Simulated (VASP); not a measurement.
Wanted: the native input for a VASP 6.6.1 run.

```yaml
Task: single point
Functional: PBE
Potentials_or_basis: VASP PAW PBE potentials, release 64 (Cu)
Cutoff: 520 eV
k_mesh: 14 × 14 × 16
Occupations: gaussian, width 0.1 eV
Spin: no spin polarisation
Dipole_correction: no
Further_INCAR_settings: ALGO = Fast; EDIFF = 1e-07; NBANDS = 18
```

The structure of Cu lies in POSCAR:

```
Cu
1.0
    2.9805724638      0.0000000000      0.0000000000
    0.0000000000      2.9805724638      0.0000000000
    0.0000000000      0.0000000000      2.7069198796
Cu
2
Direct
    0.0000000000      0.0000000000      0.0000000000
    0.5000000000      0.5000000000      0.5000000000
```

This cell differs from its parent crystal: biaxial strain in the a-b plane: +1.0 %, then relaxed in part.

One way to write it, as run:

INCAR

```
PREC = Accurate
ENCUT = 520
EDIFF = 1E-7
ISMEAR = 0
SIGMA = 0.1
LREAL = F
LASPH = T
NELM = 80
ALGO = Fast
ISIF = 2
LWAVE = F
LCHARG = T
GGA = PE
LELF = T
LVHAR = T
NBANDS = 18
```

KPOINTS

```
Automatic mesh
0
Gamma
  14 14 16
```

Potentials or basis: VASP PAW PBE potentials, release 64 (Cu).

Launch:

```console
$ cat potpaw_PBE.64/Cu/POTCAR > POTCAR
$ mpirun -np 1 vasp_std > vasp.out
```

It gave:

| Quantity | Value |
| --- | --- |
| Pressure | 0.4 GPa |
| Band gap on the k mesh | zero (band 11 reaches 13.38 eV, above the bottom of band 12 at 5.84 eV) |

Caveat: the cell differs from its parent crystal (biaxial strain in the a-b plane: +1.0 %, then relaxed in part).

Run time: 84 s on 1 thread of Intel(R) Xeon(R) Platinum 8259CL CPU @ 2.50GHz (Skylake/Cascade Lake), with other jobs on the host, peak memory 0.22 GiB.
